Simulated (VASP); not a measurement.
# Br (Cmce) in VASP: further runs

The runs below take Br through single point, with PBE-based global hybrid with 10 % exact exchange, LDA.

Program: VASP 6.6.1. These are calculated values, not measurements. Logs are shortened: lines on timing, memory, paths and dates and some standing lists are left out, and cuts for length are marked.

## Step 1: The cell of the first run

The structure is orthorhombic, space group Cmce (No. 64). Conventional cell: a = 6.726 Å, b = 4.645 Å, c = 8.702 Å, α = 90.00°, β = 90.00°, γ = 90.00°. Within 3.0 Å of Br (site symmetry m) lie 1 Br at 2.29 Å.

## Step 2: Single point, PBE-based global hybrid with 10 % exact exchange

File POSCAR:

```
Br
1.0
    3.3632500000     -2.3225500000      0.0000000000
    3.3632500000      2.3225500000      0.0000000000
    0.0000000000      0.0000000000      8.7023000000
Br
4
Direct
    0.3651000000      0.6349000000      0.3901000000
    0.1349000000      0.8651000000      0.8901000000
    0.6349000000      0.3651000000      0.6099000000
    0.8651000000      0.1349000000      0.1099000000
```

File INCAR.step1:

```
  PREC = Accurate
  ENCUT = 520
  EDIFF = 1E-5
  ISMEAR = -1
  SIGMA = 0.05
  LREAL = False
  LASPH = True
  NELM = 80
  ALGO = Normal
  ISIF = 2
  LWAVE = True
  LCHARG = False
  NBANDS = 22
  GGA = PE
```

File INCAR.step2:

```
  PREC = Accurate
  ENCUT = 520
  EDIFF = 1E-6
  ISMEAR = -1
  SIGMA = 0.05
  LREAL = False
  LASPH = True
  NELM = 80
  ALGO = Normal
  ISIF = 2
  LWAVE = False
  LCHARG = False
  GGA = PE
  LHFCALC = True
  AEXX = 0.1
  PRECFOCK = Normal
  NBANDS = 22
  ISTART = 1
```

File KPOINTS:

```
regular mesh
0
Gamma
  4 4 2
```

Potentials or basis: VASP PAW PBE potentials, release 64 (Br).

The run is started by

```sh
$ cat potpaw_PBE.64/Br/POTCAR > POTCAR
$ cp INCAR.step1 INCAR
$ mpirun -np 1 vasp_std > vasp.out
$ cp INCAR.step2 INCAR
$ mpirun -np 1 vasp_std > vasp.out
```

OUTCAR:

```text
PREC = Accurate
   ENCUT = 520
   EDIFF = 1E-6
   ISMEAR = -1
   LREAL = False
   LASPH = True
   NELM = 80
   ISIF = 2
   GGA = PE
   LHFCALC = True
   AEXX = 0.1
   PRECFOCK = Normal
   ISTART = 1

 ion  position               nearest neighbor table
   1  0.365  0.635  0.390-   3 2.29
   2  0.135  0.865  0.890-   4 2.29
   3  0.635  0.365  0.610-   1 2.29
   4  0.865  0.135  0.110-   2 2.29

  LATTYP: Found a base centered orthorhombic cell.
 ALAT       =     4.6451000000
 B/A-ratio  =     1.4480850789
 C/A-ratio  =     1.8734365245

  Lattice vectors:

 A1 = (  -3.3632500000,  -2.3225500000,   0.0000000000)
 A2 = (   3.3632500000,  -2.3225500000,   0.0000000000)
 A3 = (   0.0000000000,   0.0000000000,   8.7023000000)

Analysis of symmetry for initial positions (statically):
=====================================================================
 Subroutine PRICEL returns:
 Original cell was already a primitive cell.

 Routine SETGRP: Setting up the symmetry group for a
 base centered orthorhombic supercell.

 Subroutine GETGRP returns: Found  8 space group operations
 (whereof  4 operations were pure point group operations)
 out of a pool of  8 trial point group operations.

The static configuration has the point symmetry C_2h.
 The point group associated with its full space group is D_2h.

Analysis of symmetry for dynamics (positions and initial velocities):
=====================================================================
 Subroutine PRICEL returns:
 Original cell was already a primitive cell.

 Routine SETGRP: Setting up the symmetry group for a
 base centered orthorhombic supercell.

 Subroutine GETGRP returns: Found  8 space group operations
 (whereof  4 operations were pure point group operations)
 out of a pool of  8 trial point group operations.

The dynamic configuration has the point symmetry C_2h.
 The point group associated with its full space group is D_2h.

 Subroutine INISYM returns: Found  8 space group operations
 (whereof  4 operations are pure point group operations),
 and found     1 'primitive' translations

----------------------------------------------------------------------------------------

                                     Primitive cell

  volume of cell :     135.9528

  direct lattice vectors                    reciprocal lattice vectors
     3.363250000 -2.322550000  0.000000000     0.148665725 -0.215280618  0.000000000
     3.363250000  2.322550000  0.000000000     0.148665725  0.215280618  0.000000000
     0.000000000  0.000000000  8.702300000     0.000000000  0.000000000  0.114912150

  length of vectors
     4.087259359  4.087259359  8.702300000     0.261624239  0.261624239  0.114912150

  position of ions in fractional coordinates (direct lattice)
     0.365100000  0.634900000  0.390100000
     0.134900000  0.865100000  0.890100000
     0.634900000  0.365100000  0.609900000
     0.865100000  0.134900000  0.109900000

  ion indices of the primitive-cell ions
   primitive index   ion index
                 1           1
                 2           2
                 3           3
                 4           4

----------------------------------------------------------------------------------------

 KPOINTS: regular mesh

Automatic generation of k-mesh.
 Grid dimensions read from file:
 generate k-points for:    4    4    2

 Generating k-lattice:

  Cartesian coordinates                     Fractional coordinates (reciprocal lattice)
     0.037166431 -0.053820155  0.000000000     0.250000000  0.000000000  0.000000000
     0.037166431  0.053820155  0.000000000     0.000000000  0.250000000  0.000000000
     0.000000000  0.000000000  0.057456075     0.000000000  0.000000000  0.500000000

  Length of vectors
     0.065406060  0.065406060  0.057456075

  Shift w.r.t. Gamma in fractional coordinates (k-lattice)
     0.000000000  0.000000000  0.000000000

 Subroutine IBZKPT returns following result:
 ===========================================

 Found     14 irreducible k-points:

 Following reciprocal coordinates:
            Coordinates               Weight
  0.000000  0.000000  0.000000      1.000000
  0.250000 -0.000000  0.000000      4.000000
  0.500000 -0.000000  0.000000      2.000000
  0.250000  0.250000  0.000000      2.000000
  0.500000  0.250000  0.000000      4.000000
 -0.250000  0.250000  0.000000      2.000000
  0.500000  0.500000  0.000000      1.000000
  0.000000  0.000000  0.500000      1.000000
  0.250000 -0.000000  0.500000      4.000000
  0.500000 -0.000000  0.500000      2.000000
  0.250000  0.250000  0.500000      2.000000
  0.500000  0.250000  0.500000      4.000000
 -0.250000  0.250000  0.500000      2.000000
  0.500000  0.500000  0.500000      1.000000
   k-points           NKPTS =     14   k-points in BZ     NKDIM =     32   number of bands    NBANDS=     22
   number of dos      NEDOS =    301   number of ions     NIONS =      4
   total plane-waves  NPLWV =  63000
   dimension x,y,z NGX =    30 NGY =   30 NGZ =   70
   dimension x,y,z NGXF=    60 NGYF=   60 NGZF=  140
   ions per type =               4
   NGX,Y,Z   is equivalent  to a cutoff of  12.20, 12.20, 13.37 a.u.
   NGXF,Y,Z  is equivalent  to a cutoff of  24.40, 24.40, 26.75 a.u.
 SYSTEM =  unknown system
   PREC   = accura    normal or accurate (medium, high low for compatibility)
   ISTART =      1    job   : 0-new  1-cont  2-samecut
   ICHARG =      0    charge: 1-file 2-atom 10-const
   ISPIN  =      1    spin polarized calculation?
   LNONCOLLINEAR =      F non collinear calculations
   LSORBIT =      F    spin-orbit coupling
   LASPH  =      T    aspherical Exc in radial PAW
   ENCUT  =  520.0 eV  38.22 Ry    6.18 a.u.   7.60  7.60 16.18*2*pi/ulx,y,z
   NELM   =     80;   NELMIN=  2; NELMDL=  0     # of ELM steps
   EDIFF  = 0.1E-05   stopping-criterion for ELM
   LREAL  =      F    real-space projection
   EDIFFG = 0.1E-04   stopping-criterion for IOM
   NSW    =      0    number of steps for IOM
   IBRION =     -1    ionic relax: 0-MD 1-quasi-New 2-CG
   NFREE  =      0    steps in history (QN), initial steepest desc. (CG)
   ISIF   =      2    stress and relaxation
   ISYM   =      3    0-nonsym 1-usesym 2-fastsym
   POTIM  = 0.5000    time-step for ionic-motion
   TEBEG  =    0.0;   TEEND  =   0.0 temperature during run
   PSTRESS=    0.0 pullay stress
   NELECT =      28.0000    total number of electrons
   NUPDOWN=      -1.0000    fix difference up-down
   EMIN   =  10.00;   EMAX   =-10.00  energy-range for DOS
   EFERMI =   0.00;   METHOD = LEGACY
   ISMEAR =    -1;   SIGMA  =   0.05  broadening in eV -4-tet -1-fermi 0-gaus
   EFERMI_NEDOS =   21; number of points for ismear=-14 and -15
   IALGO  =     38    algorithm
   IMIX   =      1    mixing-type and parameters
     AMIX     =   0.40;   BMIX     =  1.00
     AMIX_MAG =   1.60;   BMIX_MAG =  1.00
  volume/ion in A,a.u.               =      33.99       229.36
  Fermi-wavevector in a.u.,A,eV,Ry     =   0.966788  1.826965 12.717090  0.934680
  Thomas-Fermi vector in A             =   2.096619
   LORBIT       =      0    0 simple, 1 ext, 2 COOP (PROOUT), +10 PAW based schemes
   GGA     = PE    functional components
   LHFCALC =     T    Hartree Fock is set to
   PRECFOCK=normal    Normal, Fast or Accurate (Low or Medium for compatibility)
   ENCUT4O =  -1.0   cutoff for four orbital integrals eV
   NKREDX  =     1    reduce k-point grid by
   NKREDY  =     1    reduce k-point grid by
   NKREDZ  =     1    reduce k-point grid by
   AEXX    =    0.1000 exact exchange contribution
   HFSCREEN=    0.0000 screening length (either q_TF or 0.3 A-1)
   HFSCREENC=   0.0000 screening length for correlation (either q_TF or 0.3 A-1)
   ENCUTFOCK=  -1.0 apply spherical cutoff to Coloumb kernel
   IVDW    =     0    specifies the selected vdW correction
   LEPSILON=     F    determine dielectric tensor
   LRPA    =     F    only Hartree local field effects (RPA)
 non-spin polarized calculation
  energy-cutoff  :      520.00
  volume of cell :      135.95
 maximum number of plane-waves:      3697
  NGX = 24; NGY = 24; NGZ = 50

 number of electron      27.9999999 magnetization

 Free energy of the ion-electron system (eV)
  ---------------------------------------------------
  ext. energy  EPLUGINS =         0.00000000
  ---------------------------------------------------
  free energy    TOTEN  =        -7.95442015 eV

  energy without entropy =       -7.95442015  energy(sigma->0) =       -7.95442015

 E-fermi :   0.3787     XC(G=0):  -7.1967

 val. band max:       -0.8200294771   @ k =   0.5000  -0.0000   0.5000
 cond. band min:       1.8294174547   @ k =   0.0000   0.0000   0.0000
 fundamental gap:      2.6494469318
 Fermi energy:         0.3787493561

 k-point     1 :       0.0000    0.0000    0.0000
  band No.  band energies     occupation
      1     -17.2804      2.00000
      2     -16.9489      2.00000
      3     -14.3486      2.00000
      4     -13.6437      2.00000
      5      -5.7871      2.00000
      6      -4.7424      2.00000
[... 14 lines left out ...]
     21       9.0252      0.00000
     22       9.2708      0.00000

 k-point     2 :       0.2500   -0.0000    0.0000
  band No.  band energies     occupation
      1     -17.1575      2.00000
      2     -16.9162      2.00000
      3     -14.2498      2.00000
      4     -13.7581      2.00000
      5      -5.7970      2.00000
      6      -5.0443      2.00000
[... 14 lines left out ...]
     21       8.9600      0.00000
     22       9.6717      0.00000

 k-point     3 :       0.5000   -0.0000    0.0000
  band No.  band energies     occupation
      1     -16.9554      2.00000
      2     -16.9554      2.00000
      3     -14.0151      2.00000
      4     -14.0151      2.00000
      5      -5.6470      2.00000
      6      -5.6470      2.00000
[... 14 lines left out ...]
     21      10.2985      0.00000
     22      10.2985      0.00000
[... 226 lines left out ...]
 k-point    13 :      -0.2500    0.2500    0.5000
  band No.  band energies     occupation
      1     -16.9564      2.00000
      2     -16.9564      2.00000
      3     -14.0143      2.00000
      4     -14.0143      2.00000
      5      -5.4313      2.00000
      6      -5.4313      2.00000
[... 14 lines left out ...]
     21       9.8575      0.00000
     22       9.8657      0.00000

 k-point    14 :       0.5000    0.5000    0.5000
  band No.  band energies     occupation
      1     -16.9220      2.00000
      2     -16.9220      2.00000
      3     -13.9013      2.00000
      4     -13.9013      2.00000
      5      -5.3473      2.00000
      6      -5.3473      2.00000
[... 14 lines left out ...]
     21       9.0950      0.00000
     22       9.0950      0.00000

------------------------ aborting loop because EDIFF is reached ----------------------------------------

  FORCE on cell =-STRESS in cart. coord.  units (eV):
  Direction    XX          YY          ZZ          XY          YZ          ZX
  --------------------------------------------------------------------------------------
  -------------------------------------------------------------------------------------
  Total        0.9193517      0.8218764      1.7379279      0.0000000      0.0000000      0.0000000
  in kB       10.8343786      9.6856509     20.4811371      0.0000000      0.0000000      0.0000000
  external PRESSURE =      13.6670555 kB  Pullay stress =       0.0000000 kB

 VOLUME and BASIS-vectors are now :
 -----------------------------------------------------------------------------
  energy-cutoff  :      520.00
  volume of cell :      135.95
      direct lattice vectors                 reciprocal lattice vectors
     3.363250000 -2.322550000  0.000000000     0.148665725 -0.215280618  0.000000000
     3.363250000  2.322550000  0.000000000     0.148665725  0.215280618  0.000000000
     0.000000000  0.000000000  8.702300000     0.000000000  0.000000000  0.114912150

 POSITION                                       TOTAL-FORCE (eV/Angst)
 -----------------------------------------------------------------------------------
      3.36325      0.62662      3.39477         0.000000      0.262749     -0.496650
      3.36325      1.69593      7.74592         0.000000     -0.262749     -0.496650
      3.36325     -0.62662      5.30753         0.000000     -0.262749      0.496650
      3.36325     -1.69593      0.95638         0.000000      0.262749      0.496650
 -----------------------------------------------------------------------------------
    total drift:                                0.000000      0.000000     -0.000000

  FREE ENERGIE OF THE ION-ELECTRON SYSTEM (eV)
  ---------------------------------------------------
  free  energy   TOTEN  =        -7.9544201506 eV

  energy  without entropy=       -7.9544201505  energy(sigma->0) =       -7.95442015
```

It took 22 min on 1 thread of AMD EPYC 7R43 (Zen 3), shared host; peak memory 0.25 GiB.

What came out:

* Free energy: -7.9544 eV
* Pressure: 1.4 GPa
* Largest force: 0.562 eV/Å
* Band gap on the k mesh: 2.65 eV (least direct gap 2.73 eV)

Forces on the atoms (eV/Å):
```
Br   0.000  0.263 -0.497
Br   0.000 -0.263 -0.497
Br   0.000 -0.263  0.497
Br   0.000  0.263  0.497
```

Caveat: this functional lacks dispersion, which holds the molecules together, so the pressure and a relaxed volume are unreliable; the PAW data sets were made with another functional, which shifts forces and pressure a little.

(Part 1 of 2 ends here.)
